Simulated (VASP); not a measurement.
# GaN (P1) in VASP: a series of runs

GaN is run at these levels: PBEsol; tasks: single point.

Program: VASP 6.6.1. These are calculated values, not measurements. Logs are shortened: lines on timing, memory, paths and dates and some standing lists are left out, and cuts for length are marked.

**1. The cell of the first run**

The typed cell holds 16 atoms: a = 6.366 Å, b = 6.366 Å, c = 5.184 Å, α = 90.00°, β = 90.00°, γ = 120.00°.

**2. Single point, PBEsol**

Input file INCAR:

```
  PREC = Accurate
  ENCUT = 520
  EDIFF = 1E-6
  ISMEAR = -1
  SIGMA = 0.02
  LREAL = Auto
  LASPH = T
  NELM = 60
  ALGO = Normal
  ISIF = 2
  LWAVE = F
  LCHARG = T
  GGA = PS
  LELF = T
  LVHAR = T
  NBANDS = 86
```

Input file KPOINTS:

```
Automatic mesh
0
Gamma
  3 3 4
```

Input file POSCAR:

```
GaN
1.0
    6.3662991625      0.0000000000      0.0000000000
   -3.1831495813      5.5133768028      0.0000000000
    0.0000000000      0.0000000000      5.1836255286
Ga N
8 8
Direct
    0.1656114502      0.3346167088      0.0006348838
    0.3231232165      0.1613829477      0.4976601774
    0.1612729135      0.8254634433      0.0068345986
    0.3354153267      0.6717523820      0.4951461069
    0.6682638343      0.3308894105     -0.0006456871
    0.8446884906      0.1694952174      0.4943156071
    0.6683126093      0.8442292567     -0.0055725476
    0.8286237048      0.6550664192      0.5010857720
    0.1743778006      0.3391475074      0.3686851972
    0.3284224539      0.1634863773      0.8816850243
    0.1617423117      0.8291796776      0.3810394846
    0.3350394518      0.6684990219      0.8780493450
    0.6699280102      0.3312109920      0.3769398444
    0.8393440513      0.1741854465      0.8727632764
    0.6717068708      0.8322103067      0.3795640694
    0.8285496254      0.6647352668      0.8757079336
```

Potentials or basis: VASP PAW PBE potentials, release 64 (Ga_d, N).

Launch:

```bash
cat potpaw_PBE.64/Ga_d/POTCAR potpaw_PBE.64/N/POTCAR > POTCAR
mpirun -np 1 vasp_std > vasp.out
```

OUTCAR:

```text
PREC = Accurate
   ENCUT = 520
   EDIFF = 1E-6
   ISMEAR = -1
   LREAL = Auto
   LASPH = T
   NELM = 60
   ISIF = 2
   GGA = PS

 ion  position               nearest neighbor table
   1  0.166  0.335  0.001-   9 1.91  14 1.92  10 1.94  12 1.95
   2  0.323  0.161  0.498-   9 1.92  11 1.93  10 1.99  13 2.01
   3  0.161  0.825  0.007-  11 1.94  12 1.94  16 1.96  10 1.97
   4  0.335  0.672  0.495-  11 1.92   9 1.95  15 1.95  12 1.98
   5  0.668  0.331  0.999-  14 1.92  16 1.95  13 1.96  10 1.97
   6  0.845  0.169  0.494-   9 1.93  15 1.95  13 1.95  14 1.96
[... 8 lines left out ...]
  15  0.672  0.832  0.380-   8 1.95   4 1.95   6 1.95   7 2.00
  16  0.829  0.665  0.876-   8 1.94   5 1.95   3 1.96   7 1.97

  LATTYP: Found a hexagonal cell.
 ALAT       =     6.3662991625
 C/A-ratio  =     0.8142290201

  Lattice vectors:

 A1 = (   6.3662991625,   0.0000000000,   0.0000000000)
 A2 = (  -3.1831495813,   5.5133768028,   0.0000000000)
 A3 = (   0.0000000000,   0.0000000000,   5.1836255286)

Analysis of symmetry for initial positions (statically):
=====================================================================
 Subroutine PRICEL returns:
 Original cell was already a primitive cell.

 Routine SETGRP: Setting up the symmetry group for a
 hexagonal supercell.

 Subroutine GETGRP returns: Found  1 space group operations
 (whereof  1 operations were pure point group operations)
 out of a pool of 24 trial point group operations.

The static configuration has the point symmetry C_1 .

Analysis of symmetry for dynamics (positions and initial velocities):
=====================================================================
 Subroutine PRICEL returns:
 Original cell was already a primitive cell.

 Routine SETGRP: Setting up the symmetry group for a
 hexagonal supercell.

 Subroutine GETGRP returns: Found  1 space group operations
 (whereof  1 operations were pure point group operations)
 out of a pool of 24 trial point group operations.

The dynamic configuration has the point symmetry C_1 .

 Subroutine INISYM returns: Found  1 space group operations
 (whereof  1 operations are pure point group operations),
 and found     1 'primitive' translations

----------------------------------------------------------------------------------------

                                     Primitive cell

  volume of cell :     181.9443

  direct lattice vectors                    reciprocal lattice vectors
     6.366299162  0.000000000  0.000000000     0.157077130  0.090688523  0.000000000
    -3.183149581  5.513376803  0.000000000     0.000000000  0.181377046  0.000000000
     0.000000000  0.000000000  5.183625529     0.000000000  0.000000000  0.192915170

  length of vectors
     6.366299162  6.366299163  5.183625529     0.181377046  0.181377046  0.192915170

  position of ions in fractional coordinates (direct lattice)
     0.165611450  0.334616709  0.000634884
     0.323123217  0.161382948  0.497660177
     0.161272913  0.825463443  0.006834599
     0.335415327  0.671752382  0.495146107
     0.668263834  0.330889410  0.999354313
     0.844688491  0.169495217  0.494315607
[... 8 lines left out ...]
     0.671706871  0.832210307  0.379564069
     0.828549625  0.664735267  0.875707934

  ion indices of the primitive-cell ions
   primitive index   ion index
                 1           1
                 2           2
                 3           3
                 4           4
                 5           5
                 6           6
[... 8 lines left out ...]
                15          15
                16          16

----------------------------------------------------------------------------------------

 KPOINTS: Automatic mesh

Automatic generation of k-mesh.
 Grid dimensions read from file:
 generate k-points for:    3    3    4

 Generating k-lattice:

  Cartesian coordinates                     Fractional coordinates (reciprocal lattice)
     0.052359043  0.030229508  0.000000000     0.333333333  0.000000000  0.000000000
     0.000000000  0.060459015  0.000000000     0.000000000  0.333333333  0.000000000
     0.000000000  0.000000000  0.048228792     0.000000000  0.000000000  0.250000000

  Length of vectors
     0.060459015  0.060459015  0.048228792

  Shift w.r.t. Gamma in fractional coordinates (k-lattice)
     0.000000000  0.000000000  0.000000000

 Subroutine IBZKPT returns following result:
 ===========================================

 Found     19 irreducible k-points:

 Following reciprocal coordinates:
            Coordinates               Weight
  0.000000  0.000000  0.000000      1.000000
  0.333333  0.000000  0.000000      2.000000
  0.000000  0.333333  0.000000      2.000000
 -0.333333  0.333333  0.000000      2.000000
  0.333333  0.333333  0.000000      2.000000
  0.000000  0.000000  0.250000      2.000000
[... 11 lines left out ...]
 -0.333333  0.333333  0.500000      2.000000
  0.333333  0.333333  0.500000      2.000000
   k-points           NKPTS =     19   k-points in BZ     NKDIM =     19   number of bands    NBANDS=     86
   number of dos      NEDOS =    301   number of ions     NIONS =     16
   total plane-waves  NPLWV =  92160
   dimension x,y,z NGX =    48 NGY =   48 NGZ =   40
   dimension x,y,z NGXF=    96 NGYF=   96 NGZF=   80
   ions per type =               8   8
   NGX,Y,Z   is equivalent  to a cutoff of  12.53, 12.53, 12.83 a.u.
   NGXF,Y,Z  is equivalent  to a cutoff of  25.07, 25.07, 25.66 a.u.
 SYSTEM =  unknown system
   PREC   = accura    normal or accurate (medium, high low for compatibility)
   ISTART =      0    job   : 0-new  1-cont  2-samecut
   ICHARG =      2    charge: 1-file 2-atom 10-const
   ISPIN  =      1    spin polarized calculation?
   LNONCOLLINEAR =      F non collinear calculations
   LSORBIT =      F    spin-orbit coupling
   LASPH  =      T    aspherical Exc in radial PAW
   ENCUT  =  520.0 eV  38.22 Ry    6.18 a.u.  11.84 11.84  9.64*2*pi/ulx,y,z
   NELM   =     60;   NELMIN=  2; NELMDL= -5     # of ELM steps
   EDIFF  = 0.1E-05   stopping-criterion for ELM
   LREAL  =      T    real-space projection
   EDIFFG = 0.1E-04   stopping-criterion for IOM
   NSW    =      0    number of steps for IOM
   IBRION =     -1    ionic relax: 0-MD 1-quasi-New 2-CG
   NFREE  =      0    steps in history (QN), initial steepest desc. (CG)
   ISIF   =      2    stress and relaxation
   ISYM   =      2    0-nonsym 1-usesym 2-fastsym
   POTIM  = 0.5000    time-step for ionic-motion
   TEBEG  =    0.0;   TEEND  =   0.0 temperature during run
   PSTRESS=    0.0 pullay stress
   NELECT =     144.0000    total number of electrons
   NUPDOWN=      -1.0000    fix difference up-down
   EMIN   =  10.00;   EMAX   =-10.00  energy-range for DOS
   EFERMI =   0.00;   METHOD = LEGACY
   ISMEAR =    -1;   SIGMA  =   0.02  broadening in eV -4-tet -1-fermi 0-gaus
   EFERMI_NEDOS =   21; number of points for ismear=-14 and -15
   IALGO  =     38    algorithm
   IMIX   =      4    mixing-type and parameters
     AMIX     =   0.40;   BMIX     =  1.00
     AMIX_MAG =   1.60;   BMIX_MAG =  1.00
  volume/ion in A,a.u.               =      11.37        76.74
  Fermi-wavevector in a.u.,A,eV,Ry     =   1.514315  2.861640 31.200198  2.293150
  Thomas-Fermi vector in A             =   2.623989
   LORBIT       =      0    0 simple, 1 ext, 2 COOP (PROOUT), +10 PAW based schemes
   GGA     = PS    functional components
   LHFCALC =     F    Hartree Fock is set to
   AEXX    =    0.0000 exact exchange contribution
   IVDW    =     0    specifies the selected vdW correction
   LEPSILON=     F    determine dielectric tensor
   LRPA    =     F    only Hartree local field effects (RPA)
 non-spin polarized calculation
  energy-cutoff  :      520.00
  volume of cell :      181.94
 maximum number of plane-waves:      4969
   NGX = 23   NGY = 23   NGZ = 19

 number of electron     144.0000003 magnetization

 Free energy of the ion-electron system (eV)
  ---------------------------------------------------
  ext. energy  EPLUGINS =         0.00000000
  ---------------------------------------------------
  free energy    TOTEN  =      -104.87513853 eV

  energy without entropy =     -104.87513853  energy(sigma->0) =     -104.87513853

 E-fermi :   5.7505     XC(G=0): -11.9281

 val. band max:        5.2517615493   @ k =   0.0000   0.0000   0.0000
 cond. band min:       7.1175655940   @ k =   0.0000   0.0000   0.0000
 fundamental gap:      1.8658040447
 Fermi energy:         5.7505328699

 k-point     1 :       0.0000    0.0000    0.0000
  band No.  band energies     occupation
      1     -10.8186      2.00000
      2      -9.9985      2.00000
      3      -9.9623      2.00000
      4      -9.7757      2.00000
      5      -9.7138      2.00000
      6      -9.6639      2.00000
[... 76 lines left out ...]
     83      11.3753      0.00000
     84      13.6373      0.00000

 k-point     2 :       0.3333    0.0000    0.0000
  band No.  band energies     occupation
      1     -10.5710      2.00000
      2     -10.0935      2.00000
      3      -9.9636      2.00000
      4      -9.7924      2.00000
      5      -9.7299      2.00000
      6      -9.6498      2.00000
[... 1468 lines left out ...]
     83      12.9492      0.00000
     84      13.0381      0.00000

 k-point    19 :       0.3333    0.3333    0.5000
  band No.  band energies     occupation
      1     -10.0695      2.00000
      2      -9.9830      2.00000
      3      -9.9493      2.00000
      4      -9.7464      2.00000
      5      -9.7363      2.00000
      6      -9.6374      2.00000
[... 76 lines left out ...]
     83      12.6938      0.00000
     84      12.7808      0.00000
 [bands above 84 left out]

------------------------ aborting loop because EDIFF is reached ----------------------------------------

  FORCE on cell =-STRESS in cart. coord.  units (eV):
  Direction    XX          YY          ZZ          XY          YZ          ZX
  --------------------------------------------------------------------------------------
  -------------------------------------------------------------------------------------
  Total       -0.0224640      0.3341801     -0.4205366     -0.5183839      0.3577000      0.2374983
  in kB       -0.1978153      2.9427460     -3.7031906     -4.5648206      3.1498593      2.0913788
  external PRESSURE =      -0.3194200 kB  Pullay stress =       0.0000000 kB

 VOLUME and BASIS-vectors are now :
 -----------------------------------------------------------------------------
  energy-cutoff  :      520.00
  volume of cell :      181.94
      direct lattice vectors                 reciprocal lattice vectors
     6.366299162  0.000000000  0.000000000     0.157077130  0.090688523  0.000000000
    -3.183149581  5.513376803  0.000000000     0.000000000  0.181377046  0.000000000
     0.000000000  0.000000000  5.183625529     0.000000000  0.000000000  0.192915170

 POSITION                                       TOTAL-FORCE (eV/Angst)
 -----------------------------------------------------------------------------------
     -0.01080      1.84487      0.00329         0.604319      0.195433     -0.459673
      1.54339      0.88977      2.57968         0.932518      0.303969      0.462053
     -1.60086      4.55109      0.03543        -0.238651      0.424368     -0.566044
     -0.00293      3.70362      2.56665         0.400845     -0.025231      0.504351
      3.20110      1.82432      5.18028        -0.740402      0.231353     -0.025177
      4.83801      0.93449      2.56235        -0.598909     -0.248833      0.180498
[... 8 lines left out ...]
      1.62724      4.58829      1.96752        -0.248693      0.285846     -0.420213
      3.15884      3.66494      4.53934         0.084194      0.099892      0.241524
 -----------------------------------------------------------------------------------
    total drift:                                0.006877     -0.001160      0.006574

  FREE ENERGIE OF THE ION-ELECTRON SYSTEM (eV)
  ---------------------------------------------------
  free  energy   TOTEN  =      -104.8751385326 eV

  energy  without entropy=     -104.8751385326  energy(sigma->0) =     -104.87513853
```

Wall time 7.6 min (1 thread of AMD EPYC 9R45 (Zen 5), shared host); peak memory 0.36 GiB.

Results:

- Free energy: -104.8751 eV
- Pressure: 0.0 GPa
- Largest force: 1.084 eV/Å
- Band gap on the k mesh: 1.87 eV

Forces on the atoms (eV/Å):
```
Ga   0.604  0.195 -0.460
Ga   0.933  0.304  0.462
Ga  -0.239  0.424 -0.566
Ga   0.401 -0.025  0.504
Ga  -0.740  0.231 -0.025
Ga  -0.599 -0.249  0.180
Ga   0.488 -0.771  0.370
Ga  -0.228  0.535  0.160
N   -0.228 -0.051  0.612
N    0.238 -0.109 -0.357
N    0.054  0.078 -0.214
N   -0.159  0.008 -0.268
N   -0.299 -0.725 -0.100
N   -0.062 -0.230 -0.121
N   -0.249  0.286 -0.420
N    0.084  0.100  0.242
```

Caveat: the atoms stand as in a frame of molecular dynamics; the PAW data sets were made with another functional, which shifts forces and pressure a little.

**3. Single point, PBEsol**

Input file INCAR:

```
SYSTEM = GaN
ALGO = Normal
EDIFF = 1E-6
ENCUT = 520
GGA = PS
ISIF = 2
ISMEAR = -1
LASPH = .TRUE.
LCHARG = .FALSE.
LREAL = Auto
LWAVE = .FALSE.
NBANDS = 86
NELM = 100
PREC = Accurate
SIGMA = 0.02
```

Input file KPOINTS:

```
k-points
0
G
  3 3 4
  0 0 0
```

Input file POSCAR:

```
GaN
1.0
    6.3662991625      0.0000000000      0.0000000000
   -3.1831495813      5.5133768028      0.0000000000
    0.0000000000      0.0000000000      5.1836255286
Ga N
8 8
Direct
    0.1715066990      0.3424202748     -0.0077312684
    0.3277807594      0.1522562361      0.5081020968
    0.1566016546      0.8234969534      0.0028705777
    0.3446532293      0.6765294906      0.4953920737
    0.6613227303      0.3267456705     -0.0066785303
    0.8405796343      0.1732606049      0.4915611643
    0.6702421057      0.8423926327     -0.0032272779
    0.8235090167      0.6525922549      0.5052184008
    0.1756336604      0.3347817619      0.3807348716
    0.3272305215      0.1585358722      0.8776403648
    0.1636245548      0.8237253071      0.3741539564
    0.3350562307      0.6793143538      0.8669366595
    0.6552347626      0.3180348564      0.3721858358
    0.8394824084      0.1746000744      0.8730470546
    0.6722801318      0.8379635866      0.3680229194
    0.8281959836      0.6670030240      0.8809853210
```

Potentials or basis: VASP PAW PBE potentials, release 64 (Ga_d, N).

Launch:

```bash
cat potpaw_PBE.64/Ga_d/POTCAR potpaw_PBE.64/N/POTCAR > POTCAR
mpirun -np 1 vasp_std > vasp.out
```

Run time: 7.2 min. Hardware: 1 thread of AMD EPYC 9R45 (Zen 5), shared host; peak memory 0.36 GiB.

Results (log left out):

| Item | Value |
| --- | --- |
| Free energy | -104.8273 eV |
| Pressure | -0.1 GPa |
| Largest force | 0.961 eV/Å |
| Band gap on the k mesh | 1.84 eV |

Forces on the atoms (eV/Å):
```
Ga   0.393 -0.136  0.518
Ga  -0.364  0.295 -0.685
Ga   0.049  0.629 -0.032
Ga  -0.128 -0.727 -0.152
Ga  -0.251  0.210  0.414
Ga   0.225 -0.257  0.215
Ga  -0.148 -0.199 -0.119
Ga   0.116  0.457 -0.626
N   -0.143  0.210 -0.568
N   -0.150  0.277  0.173
N   -0.594 -0.127  0.276
N    0.613 -0.526  0.520
N    0.184  0.689  0.150
N   -0.057 -0.142 -0.231
N    0.361 -0.154  0.554
N   -0.107 -0.499 -0.407
```

Stress tensor (GPa, compression positive):
```
 0.66 -0.25 -0.09
-0.25 -1.33  0.21
-0.09  0.21  0.34
```

Levels at points of the mesh, in eV from the valence-band top:
| k point | band 69 | band 70 | band 71 | band 72 | band 73 | band 74 | band 75 | band 76 |
| --- | --- | --- | --- | --- | --- | --- | --- | --- |
| (0.00, 0.00, 0.00) | -0.99 | -0.07 | -0.04 | 0.00 | 1.84 | 4.15 | 4.83 | 4.86 |
| (0.00, 0.00, 0.50) | -0.66 | -0.60 | -0.52 | -0.47 | 4.02 | 4.09 | 4.17 | 4.21 |

Caveat: the atoms stand as in a frame of molecular dynamics; the PAW data sets were made with another functional, which shifts forces and pressure a little. PBEsol gaps usually lie below the measured ones, often by a third to a half.

**4. Single point, PBEsol**

Input file INCAR:

```
SYSTEM = GaN
ALGO = Normal ; EDIFF = 1E-6
ENCUT = 520 ; GGA = PS
ISIF = 2 ; ISMEAR = -1
LASPH = .True. ; LCHARG = .False.
LREAL = Auto ; LWAVE = .False.
NBANDS = 86 ; NELM = 60
PREC = Accurate ; SIGMA = 0.02
```

Input file KPOINTS:

```
k-points
0
Gamma
  3 3 4
  0 0 0
```

Input file POSCAR:

```
GaN
1.0
    6.3662991625      0.0000000000      0.0000000000
   -3.1831495813      5.5133768028      0.0000000000
    0.0000000000      0.0000000000      5.1836255286
Ga N
8 8
Direct
    0.1759184651      0.3456729094     -0.0098249767
    0.3329971391      0.1530055046      0.5029454743
    0.1573247047      0.8354339209      0.0004990715
    0.3419968880      0.6701829264      0.4953586994
    0.6572021973      0.3232153476      0.0003206250
    0.8382340389      0.1769215192      0.4934044687
    0.6682627087      0.8317247603      0.0016791336
    0.8323603245      0.6672877860      0.4991352068
    0.1765896501      0.3393709639      0.3685806371
    0.3316055952      0.1655858166      0.8760455351
    0.1584336012      0.8250110890      0.3770202900
    0.3383511667      0.6721332738      0.8717958068
    0.6682976973      0.3383545269      0.3694256056
    0.8364617012      0.1680538140      0.8697563077
    0.6742106586      0.8365116634      0.3797187874
    0.8208092968      0.6488879915      0.8660889903
```

Launch:

```bash
cat potpaw_PBE.64/Ga_d/POTCAR potpaw_PBE.64/N/POTCAR > POTCAR
mpirun -np 1 vasp_std > vasp.out
```

It took 7.4 min on 1 thread of AMD EPYC 9R45 (Zen 5), shared host; peak memory 0.36 GiB.

The run converged. Its results:

```
Free energy            : -104.7820 eV
Pressure               : 0.0 GPa
Largest force          : 1.413 eV/Å
Band gap on the k mesh : 1.82 eV
```

Forces in eV/Å, atoms in the order of the input:
```
Ga  -0.444 -0.673  0.380
Ga  -0.520  1.053 -0.529
Ga   0.378 -0.743 -0.295
Ga  -0.266 -0.284  0.092
Ga   0.716  0.208 -0.284
Ga   0.535 -0.169  0.029
Ga   0.157  0.261 -0.379
Ga  -0.091 -0.393 -0.027
N    0.005 -0.471  0.303
N   -0.273 -0.355 -0.175
N    0.644  0.355 -0.294
N   -0.473  0.484  0.119
N   -0.158 -0.681  0.403
N    0.034 -0.123  0.321
N   -0.398  0.465 -0.578
N    0.154  1.067  0.913
```

Stress tensor (GPa, compression positive):
```
-1.06  0.43  0.19
 0.43  0.27 -0.27
 0.19 -0.27  0.82
```

Levels at points of the mesh, in eV from the valence-band top:
```tsv
k point	band 70	band 71	band 72	band 73	band 74	band 75
(0.00, 0.00, 0.00)	-0.11	-0.05	0.00	1.82	4.13	4.78
(0.00, 0.00, 0.50)	-0.60	-0.54	-0.50	3.96	4.08	4.17
```

Caveat: the atoms stand as in a frame of molecular dynamics; the PAW data sets were made with another functional, which shifts forces and pressure a little. As with any semilocal functional, this PBEsol gap is likely too small.

**5. Overview**

```csv
cell,gap on the mesh (eV),pressure (GPa),largest force (eV/Å)
"as given, atomic positions A",1.87,0.0,1.08
"as given, atomic positions B",1.84,-0.1,0.96
"as given, atomic positions C",1.82,0.0,1.41
```

Alike in all rows: task single point; level PBEsol; potentials or basis VASP PAW PBE potentials, release 64 (Ga_d, N); no spin polarisation; k mesh 3 × 3 × 4; cutoff (eV) 520; smearing fermi-dirac 0.02 eV.

Caveats: the atoms stand as in a frame of molecular dynamics; the PAW data sets were made with another functional, which shifts forces and pressure a little.

Total energies depend on the potentials used, so only differences within one code and one set of settings carry meaning.
